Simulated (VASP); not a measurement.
# Ga (Cmcm) in VASP: further runs

Aim: see how the results for Ga move with the level of theory and the settings. Levels: PBE0, PBEsol. Tasks: single point.

All numbers are computed with VASP 6.6.1; they aren't measurements. Logs are shortened: lines on timing, memory, paths and dates and some standing lists are left out, and cuts for length are marked.

### Step 1. The cell of the first run

The structure is orthorhombic, space group Cmcm (No. 63). Conventional cell: a = 2.817 Å, b = 7.911 Å, c = 3.342 Å, α = 90.00°, β = 90.00°, γ = 90.00°. Within 3.6 Å of Ga (site symmetry m2m) lie 10 Ga at 2.75 to 3.34 Å.

### Step 2. Single point, PBE0

File POSCAR:

```
Ga
1.0
    1.4086370284     -3.9552568224      0.0000000000
    1.4086370284      3.9552568224      0.0000000000
    0.0000000000      0.0000000000      3.3424204448
Ga
2
Direct
    0.1383234436      0.8616765564      0.7500000000
    0.8616765564      0.1383234436      0.2500000000
```

File INCAR.step1:

```
SYSTEM = Ga
ALGO = Normal
EDIFF = 1E-5
ENCUT = 520
GGA = PE
ISIF = 2
ISMEAR = -1
LASPH = .TRUE.
LCHARG = .FALSE.
LREAL = .FALSE.
LWAVE = .TRUE.
NBANDS = 20
NELM = 80
PREC = Accurate
SIGMA = 0.05
```

File INCAR.step2:

```
SYSTEM = Ga
AEXX = 0.25
ALGO = Normal
EDIFF = 1E-6
ENCUT = 520
GGA = PE
ISIF = 2
ISMEAR = -1
ISTART = 1
LASPH = .TRUE.
LCHARG = .FALSE.
LHFCALC = .TRUE.
LREAL = .FALSE.
LWAVE = .FALSE.
NBANDS = 20
NELM = 80
PREC = Accurate
PRECFOCK = Normal
SIGMA = 0.05
```

File KPOINTS:

```
k-points
0
G
  5 5 4
  0 0 0
```

Potentials or basis: VASP PAW PBE potentials, release 64 (Ga_d).

Started as:

```bash
cat potpaw_PBE.64/Ga_d/POTCAR > POTCAR
cp INCAR.step1 INCAR
mpirun -np 1 vasp_std > vasp.out
cp INCAR.step2 INCAR
mpirun -np 1 vasp_std > vasp.out
```

OUTCAR:

```text
SYSTEM = Ga
   AEXX = 0.25
   EDIFF = 1E-6
   ENCUT = 520
   GGA = PE
   ISIF = 2
   ISMEAR = -1
   ISTART = 1
   LASPH = .TRUE.
   LHFCALC = .TRUE.
   LREAL = .FALSE.
   NELM = 80
   PREC = Accurate
   PRECFOCK = Normal

 ion  position               nearest neighbor table
   1  0.138  0.862  0.750-   2 2.75   2 2.75   2 2.81   2 2.81   2 2.81   2 2.81
   2  0.862  0.138  0.250-   1 2.75   1 2.75   1 2.81   1 2.81   1 2.81   1 2.81

  LATTYP: Found a base centered orthorhombic cell.
 ALAT       =     2.8172740568
 B/A-ratio  =     2.8078608915
 C/A-ratio  =     1.1864023085

  Lattice vectors:

 A1 = (   1.4086370284,  -3.9552568224,   0.0000000000)
 A2 = (   1.4086370284,   3.9552568224,   0.0000000000)
 A3 = (   0.0000000000,   0.0000000000,   3.3424204448)

Analysis of symmetry for initial positions (statically):
=====================================================================
 Subroutine PRICEL returns:
 Original cell was already a primitive cell.

 Routine SETGRP: Setting up the symmetry group for a
 base centered orthorhombic supercell.

 Subroutine GETGRP returns: Found  8 space group operations
 (whereof  4 operations were pure point group operations)
 out of a pool of  8 trial point group operations.

The static configuration has the point symmetry C_2h.
 The point group associated with its full space group is D_2h.

Analysis of symmetry for dynamics (positions and initial velocities):
=====================================================================
 Subroutine PRICEL returns:
 Original cell was already a primitive cell.

 Routine SETGRP: Setting up the symmetry group for a
 base centered orthorhombic supercell.

 Subroutine GETGRP returns: Found  8 space group operations
 (whereof  4 operations were pure point group operations)
 out of a pool of  8 trial point group operations.

The dynamic configuration has the point symmetry C_2h.
 The point group associated with its full space group is D_2h.

 Subroutine INISYM returns: Found  8 space group operations
 (whereof  4 operations are pure point group operations),
 and found     1 'primitive' translations

----------------------------------------------------------------------------------------

                                     Primitive cell

  volume of cell :      37.2447

  direct lattice vectors                    reciprocal lattice vectors
     1.408637028 -3.955256822  0.000000000     0.354953043 -0.126414041  0.000000000
     1.408637028  3.955256822  0.000000000     0.354953043  0.126414041  0.000000000
     0.000000000  0.000000000  3.342420445     0.000000000  0.000000000  0.299184383

  length of vectors
     4.198608675  4.198608675  3.342420445     0.376791949  0.376791949  0.299184383

  position of ions in fractional coordinates (direct lattice)
     0.138323444  0.861676556  0.750000000
     0.861676556  0.138323444  0.250000000

  ion indices of the primitive-cell ions
   primitive index   ion index
                 1           1
                 2           2

----------------------------------------------------------------------------------------

 KPOINTS: k-points

Automatic generation of k-mesh.
 Grid dimensions read from file:
 generate k-points for:    5    5    4

 Generating k-lattice:

  Cartesian coordinates                     Fractional coordinates (reciprocal lattice)
     0.070990609 -0.025282808  0.000000000     0.200000000  0.000000000  0.000000000
     0.070990609  0.025282808  0.000000000     0.000000000  0.200000000  0.000000000
     0.000000000  0.000000000  0.074796096     0.000000000  0.000000000  0.250000000

  Length of vectors
     0.075358390  0.075358390  0.074796096

  Shift w.r.t. Gamma in fractional coordinates (k-lattice)
     0.000000000  0.000000000  0.000000000

 Subroutine IBZKPT returns following result:
 ===========================================

 Found     27 irreducible k-points:

 Following reciprocal coordinates:
            Coordinates               Weight
  0.000000  0.000000  0.000000      1.000000
  0.200000 -0.000000  0.000000      4.000000
  0.400000 -0.000000  0.000000      4.000000
  0.200000  0.200000  0.000000      2.000000
  0.400000  0.200000  0.000000      4.000000
 -0.400000  0.200000  0.000000      4.000000
[... 16 lines left out ...]
  0.400000  0.200000  0.500000      4.000000
 -0.400000  0.200000  0.500000      4.000000
 [... further k-points ...]
   k-points           NKPTS =     27   k-points in BZ     NKDIM =    100   number of bands    NBANDS=     20
   number of dos      NEDOS =    301   number of ions     NIONS =      2
   total plane-waves  NPLWV =  28672
   dimension x,y,z NGX =    32 NGY =   32 NGZ =   28
   dimension x,y,z NGXF=    64 NGYF=   64 NGZF=   56
   ions per type =               2
   NGX,Y,Z   is equivalent  to a cutoff of  12.67, 12.67, 13.93 a.u.
   NGXF,Y,Z  is equivalent  to a cutoff of  25.34, 25.34, 27.85 a.u.
 SYSTEM =  Ga
   PREC   = accura    normal or accurate (medium, high low for compatibility)
   ISTART =      1    job   : 0-new  1-cont  2-samecut
   ICHARG =      0    charge: 1-file 2-atom 10-const
   ISPIN  =      1    spin polarized calculation?
   LNONCOLLINEAR =      F non collinear calculations
   LSORBIT =      F    spin-orbit coupling
   LASPH  =      T    aspherical Exc in radial PAW
   ENCUT  =  520.0 eV  38.22 Ry    6.18 a.u.   7.81  7.81  6.21*2*pi/ulx,y,z
   NELM   =     80;   NELMIN=  2; NELMDL=  0     # of ELM steps
   EDIFF  = 0.1E-05   stopping-criterion for ELM
   LREAL  =      F    real-space projection
   EDIFFG = 0.1E-04   stopping-criterion for IOM
   NSW    =      0    number of steps for IOM
   IBRION =     -1    ionic relax: 0-MD 1-quasi-New 2-CG
   NFREE  =      0    steps in history (QN), initial steepest desc. (CG)
   ISIF   =      2    stress and relaxation
   ISYM   =      3    0-nonsym 1-usesym 2-fastsym
   POTIM  = 0.5000    time-step for ionic-motion
   TEBEG  =    0.0;   TEEND  =   0.0 temperature during run
   PSTRESS=    0.0 pullay stress
   NELECT =      26.0000    total number of electrons
   NUPDOWN=      -1.0000    fix difference up-down
   EMIN   =  10.00;   EMAX   =-10.00  energy-range for DOS
   EFERMI =   0.00;   METHOD = LEGACY
   ISMEAR =    -1;   SIGMA  =   0.05  broadening in eV -4-tet -1-fermi 0-gaus
   EFERMI_NEDOS =   21; number of points for ismear=-14 and -15
   IALGO  =     38    algorithm
   IMIX   =      1    mixing-type and parameters
     AMIX     =   0.40;   BMIX     =  1.00
     AMIX_MAG =   1.60;   BMIX_MAG =  1.00
  volume/ion in A,a.u.               =      18.62       125.67
  Fermi-wavevector in a.u.,A,eV,Ry     =   1.452260  2.744373 28.695485  2.109059
  Thomas-Fermi vector in A             =   2.569662
   LORBIT       =      0    0 simple, 1 ext, 2 COOP (PROOUT), +10 PAW based schemes
   GGA     = PE    functional components
   LHFCALC =     T    Hartree Fock is set to
   PRECFOCK=normal    Normal, Fast or Accurate (Low or Medium for compatibility)
   ENCUT4O =  -1.0   cutoff for four orbital integrals eV
   NKREDX  =     1    reduce k-point grid by
   NKREDY  =     1    reduce k-point grid by
   NKREDZ  =     1    reduce k-point grid by
   AEXX    =    0.2500 exact exchange contribution
   HFSCREEN=    0.0000 screening length (either q_TF or 0.3 A-1)
   HFSCREENC=   0.0000 screening length for correlation (either q_TF or 0.3 A-1)
   ENCUTFOCK=  -1.0 apply spherical cutoff to Coloumb kernel
   IVDW    =     0    specifies the selected vdW correction
   LEPSILON=     F    determine dielectric tensor
   LRPA    =     F    only Hartree local field effects (RPA)
 non-spin polarized calculation
  energy-cutoff  :      520.00
  volume of cell :       37.24
 maximum number of plane-waves:      1014
  NGX = 24; NGY = 24; NGZ = 20

 number of electron      26.0000011 magnetization

 Free energy of the ion-electron system (eV)
  ---------------------------------------------------
  ext. energy  EPLUGINS =         0.00000000
  ---------------------------------------------------
  free energy    TOTEN  =        -7.32043835 eV

  energy without entropy =       -7.31742413  energy(sigma->0) =       -7.31893124

 E-fermi :   5.4273     XC(G=0):  -8.6740

 val. band max:        5.3300302052   @ k =   0.4000  -0.0000   0.5000
 cond. band min:       6.3955571671   @ k =   0.4000  -0.0000   0.2500
 fundamental gap:      1.0655269619
 Fermi energy:         5.4273188546

 k-point     1 :       0.0000    0.0000    0.0000
  band No.  band energies     occupation
      1     -12.8488      2.00000
      2     -12.8449      2.00000
      3     -12.7803      2.00000
      4     -12.7613      2.00000
      5     -12.5574      2.00000
      6     -12.5507      2.00000
[... 12 lines left out ...]
     19      17.8476      0.00000
     20      19.4087      0.00000

 k-point     2 :       0.2000   -0.0000    0.0000
  band No.  band energies     occupation
      1     -12.8230      2.00000
      2     -12.7992      2.00000
      3     -12.7160      2.00000
      4     -12.6550      2.00000
      5     -12.6148      2.00000
      6     -12.5785      2.00000
[... 12 lines left out ...]
     19      18.4165      0.00000
     20      22.2138      0.00000

 k-point     3 :       0.4000   -0.0000    0.0000
  band No.  band energies     occupation
      1     -12.7979      2.00000
      2     -12.7700      2.00000
      3     -12.7132      2.00000
      4     -12.6839      2.00000
      5     -12.6495      2.00000
      6     -12.5343      2.00000
[... 12 lines left out ...]
     19      17.6507      0.00000
     20      19.0225      0.00000

 k-point     4 :       0.2000    0.2000    0.0000
  band No.  band energies     occupation
      1     -12.8212      2.00000
      2     -12.7489      2.00000
      3     -12.7316      2.00000
      4     -12.6784      2.00000
      5     -12.6183      2.00000
      6     -12.5654      2.00000
[... 12 lines left out ...]
     19      19.0187      0.00000
     20      19.2614      0.00000

 k-point     5 :       0.4000    0.2000    0.0000
  band No.  band energies     occupation
      1     -12.7919      2.00000
      2     -12.7732      2.00000
      3     -12.6935      2.00000
      4     -12.6897      2.00000
      5     -12.5974      2.00000
      6     -12.5667      2.00000
[... 12 lines left out ...]
     19      16.6862      0.00000
     20      18.3269      0.00000

 k-point     6 :      -0.4000    0.2000    0.0000
  band No.  band energies     occupation
      1     -12.7902      2.00000
      2     -12.7573      2.00000
      3     -12.7265      2.00000
      4     -12.6422      2.00000
      5     -12.6345      2.00000
      6     -12.5916      2.00000
[... 12 lines left out ...]
     19      16.4214      0.00000
     20      21.4659      0.00000

 k-point     7 :      -0.2000    0.2000    0.0000
  band No.  band energies     occupation
      1     -12.8658      2.00000
      2     -12.8019      2.00000
      3     -12.7826      2.00000
      4     -12.7053      2.00000
      5     -12.5847      2.00000
      6     -12.5729      2.00000
[... 12 lines left out ...]
     19      17.8921      0.00000
     20      18.9266      0.00000
[... 277 lines left out ...]
 k-point    20 :       0.2000   -0.0000    0.5000
  band No.  band energies     occupation
      1     -12.7911      2.00000
      2     -12.7911      2.00000
      3     -12.6631      2.00000
      4     -12.6631      2.00000
      5     -12.5905      2.00000
      6     -12.5905      2.00000
[... 12 lines left out ...]
     19      16.3961      0.00000
     20      16.3961      0.00000

 k-point    21 :       0.4000   -0.0000    0.5000
  band No.  band energies     occupation
      1     -12.8057      2.00000
      2     -12.8057      2.00000
      3     -12.7326      2.00000
      4     -12.7326      2.00000
      5     -12.5410      2.00000
      6     -12.5410      2.00000
[... 12 lines left out ...]
     19      16.8592      0.00000
     20      16.8592      0.00000

 k-point    22 :       0.2000    0.2000    0.5000
  band No.  band energies     occupation
      1     -12.8344      2.00000
      2     -12.8344      2.00000
      3     -12.6831      2.00000
      4     -12.6831      2.00000
      5     -12.5778      2.00000
      6     -12.5778      2.00000
[... 12 lines left out ...]
     19      13.6867      0.00000
     20      13.6867      0.00000

 k-point    23 :       0.4000    0.2000    0.5000
  band No.  band energies     occupation
      1     -12.7997      2.00000
      2     -12.7997      2.00000
      3     -12.7180      2.00000
      4     -12.7180      2.00000
      5     -12.5562      2.00000
      6     -12.5562      2.00000
[... 12 lines left out ...]
     19      18.2748      0.00000
     20      18.2748      0.00000

 k-point    24 :      -0.4000    0.2000    0.5000
  band No.  band energies     occupation
      1     -12.7598      2.00000
      2     -12.7598      2.00000
      3     -12.6725      2.00000
      4     -12.6725      2.00000
      5     -12.6046      2.00000
      6     -12.6045      2.00000
[... 12 lines left out ...]
     19      18.8997      0.00000
     20      18.8997      0.00000

 [... further k-points ...]
[... 5 lines left out ...]
  --------------------------------------------------------------------------------------
  -------------------------------------------------------------------------------------
  Total        0.0528632     -0.0016176      0.0520124      0.0000000      0.0000000      0.0000000
  in kB        2.2740457     -0.0695839      2.2374472      0.0000000      0.0000000      0.0000000
  external PRESSURE =       1.4806363 kB  Pullay stress =       0.0000000 kB

 VOLUME and BASIS-vectors are now :
 -----------------------------------------------------------------------------
  energy-cutoff  :      520.00
  volume of cell :       37.24
      direct lattice vectors                 reciprocal lattice vectors
     1.408637028 -3.955256822  0.000000000     0.354953043 -0.126414041  0.000000000
     1.408637028  3.955256822  0.000000000     0.354953043  0.126414041  0.000000000
     0.000000000  0.000000000  3.342420445     0.000000000  0.000000000  0.299184383

 POSITION                                       TOTAL-FORCE (eV/Angst)
 -----------------------------------------------------------------------------------
      1.40864      2.86105      2.50682         0.000000     -0.001471     -0.000000
      1.40864     -2.86105      0.83561         0.000000      0.001471      0.000000
 -----------------------------------------------------------------------------------
    total drift:                               -0.000000     -0.000001      0.000000

  FREE ENERGIE OF THE ION-ELECTRON SYSTEM (eV)
  ---------------------------------------------------
  free  energy   TOTEN  =        -7.3204383460 eV

  energy  without entropy=       -7.3174241267  energy(sigma->0) =       -7.31893124
```

Wall time 31 min (1 thread of Intel Xeon 6975P-C (Granite Rapids), shared host); peak memory 0.19 GiB.

Results:

* Free energy: -7.3204 eV
* Pressure: 0.1 GPa
* Band gap on the k mesh: zero (bands 13 and 14 overlap by 8.46 eV)

Caveat: the k points lie up to 0.47 Å⁻¹ apart, too coarse for converged energies and pressures of a metal; the PAW data sets were made with another functional, which shifts forces and pressure a little.

### Step 3. Single point, PBEsol

This run uses another cell than the first one, of 18.68 Å³/atom.

File INCAR:

```
PREC = Accurate ; ENCUT = 520
EDIFF = 1E-7 ; ISMEAR = -1
SIGMA = 0.05 ; LREAL = F
LASPH = T ; NELM = 80
ALGO = Normal ; ISIF = 2
LWAVE = F ; LCHARG = F
GGA = PS ; NBANDS = 20
```

File KPOINTS:

```
Automatic mesh
0
Gamma
  8 8 6
```

File POSCAR:

```
Ga
1.0
    1.4500000000     -4.0650000000      0.0000000000
    1.4500000000      4.0650000000      0.0000000000
    0.0000000000      0.0000000000      3.1700000000
Ga
2
Direct
    0.1330000000      0.8670000000      0.7500000000
    0.8670000000      0.1330000000      0.2500000000
```

Potentials or basis: VASP PAW PBE potentials, release 64 (Ga_d).

Started as:

```bash
cat potpaw_PBE.64/Ga_d/POTCAR > POTCAR
mpirun -np 1 vasp_std > vasp.out
```

Run time: 39 s. Hardware: 1 thread of Intel Xeon 8259CL, shared host; peak memory 0.19 GiB.

It converged, with:

```
Free energy            : -6.6463 eV
Pressure               : -1.2 GPa
Largest force          : 0.135 eV/Å
Band gap on the k mesh : zero (bands 13 and 14 overlap by 9.37 eV)
```

Forces on the atoms (eV/Å):
```
Ga   0.000 -0.135  0.000
Ga   0.000  0.135  0.000
```

Stress tensor (GPa, compression positive):
```
-3.49  0.00  0.00
 0.00 -0.44  0.00
 0.00  0.00  0.28
```

Levels at points of the mesh, in eV from the Fermi level:
```
           k point  band 11  band 12  band 13  band 14  band 15  band 16
(0.00, 0.00, 0.00)   -11.28    -2.30    -1.61     2.86     6.55     7.79
(0.50, 0.00, 0.00)    -6.73    -5.46    -1.79    -0.46     6.46     6.69
(0.50, 0.50, 0.00)    -9.25    -8.61     5.09     5.75     5.83     7.04
(0.00, 0.00, 0.50)    -7.45    -7.45     1.83     1.83     2.46     2.46
(0.50, 0.00, 0.50)    -3.08    -3.08    -1.63    -1.63     1.83     1.83
(0.50, 0.50, 0.50)    -5.62    -5.62    -4.27    -4.27     9.55     9.55
```

Caveat: the PAW data sets were made with another functional, which shifts forces and pressure a little.

### Step 4. Single point, PBEsol

This run uses another cell than the first one, of 13.75 Å³/atom.

File INCAR:

```
ALGO = Normal ; EDIFF = 1E-6
ENCUT = 520 ; GGA = PS
ISIF = 2 ; ISMEAR = -1
LASPH = T ; LCHARG = F
LREAL = F ; LWAVE = F
NBANDS = 20 ; NELM = 100
PREC = Accurate ; SIGMA = 0.05
```

File KPOINTS:

```
k-points
0
Gamma
  10 10 8
```

File POSCAR:

```
Ga
1.0
    1.2610273647     -3.8799606241      0.0000000000
    1.2610273647      3.8799606241      0.0000000000
    0.0000000000      0.0000000000      2.8104942868
Ga
2
Direct
    0.1327757048      0.8672242952      0.7500000000
    0.8672242952      0.1327757048      0.2500000000
```

Started as:

```bash
cat potpaw_PBE.64/Ga_d/POTCAR > POTCAR
mpirun -np 1 vasp_std > vasp.out
```

It took 75 s on 1 thread of Intel Xeon 8259CL, shared host; peak memory 0.21 GiB.

It converged, with:

| Quantity | Value |
| --- | --- |
| Free energy | -6.0708 eV |
| Pressure | 30.2 GPa |
| Largest force | 0.003 eV/Å |
| Band gap on the k mesh | zero (bands 13 and 14 overlap by 12.27 eV) |

Forces on the atoms (eV/Å):
```
Ga   0.000  0.003  0.000
Ga   0.000 -0.003  0.000
```

Levels at points of the mesh, in eV from the Fermi level:
| k point | band 11 | band 12 | band 13 | band 14 | band 15 | band 16 |
| --- | --- | --- | --- | --- | --- | --- |
| (0.00, 0.00, 0.00) | -14.06 | -4.32 | -2.42 | 3.98 | 8.28 | 11.08 |
| (0.50, 0.00, 0.00) | -7.18 | -6.91 | -2.90 | -0.51 | 7.11 | 9.76 |
| (0.50, 0.50, 0.00) | -11.82 | -10.93 | 6.50 | 7.55 | 8.42 | 8.68 |
| (0.00, 0.00, 0.50) | -8.94 | -8.94 | 1.18 | 1.18 | 2.08 | 2.08 |
| (0.50, 0.00, 0.50) | -3.14 | -3.14 | -1.26 | -1.26 | 1.98 | 1.98 |
| (0.50, 0.50, 0.50) | -6.65 | -6.65 | -5.76 | -5.76 | 12.31 | 12.31 |

Caveat: the cell stands under pressure; the PAW data sets were made with another functional, which shifts forces and pressure a little.

### Step 5. Summary

```tsv
level	cell	k mesh	grid for exact exchange (PRECFOCK)	share of exact exchange	gap on the mesh (eV)	pressure (GPa)
PBE0	a = 4.199, b = 4.199, c = 3.342 Å, angles 90.0, 90.0, 140.8°, 2 atoms, atomic positions A	5 × 5 × 4	Normal	0.25	none	0.1
PBEsol	a = 4.316, b = 4.316, c = 3.170 Å, angles 90.0, 90.0, 140.7°, 2 atoms, atomic positions B	8 × 8 × 6	-	-	none	-1.2
PBEsol	a = 4.080, b = 4.080, c = 2.810 Å, angles 90.0, 90.0, 144.0°, 2 atoms, atomic positions B	10 × 10 × 8	-	-	none	30.2
```

Alike in all rows: task single point; potentials or basis VASP PAW PBE potentials, release 64 (Ga_d); no spin polarisation; cutoff (eV) 520; smearing fermi-dirac 0.05 eV.

Caveats: some runs use coarse meshes; the PAW data sets were made with another functional, which shifts forces and pressure a little; the cell stands under pressure (at least some runs).

Absolute energies hang on the potentials; compare differences alone.
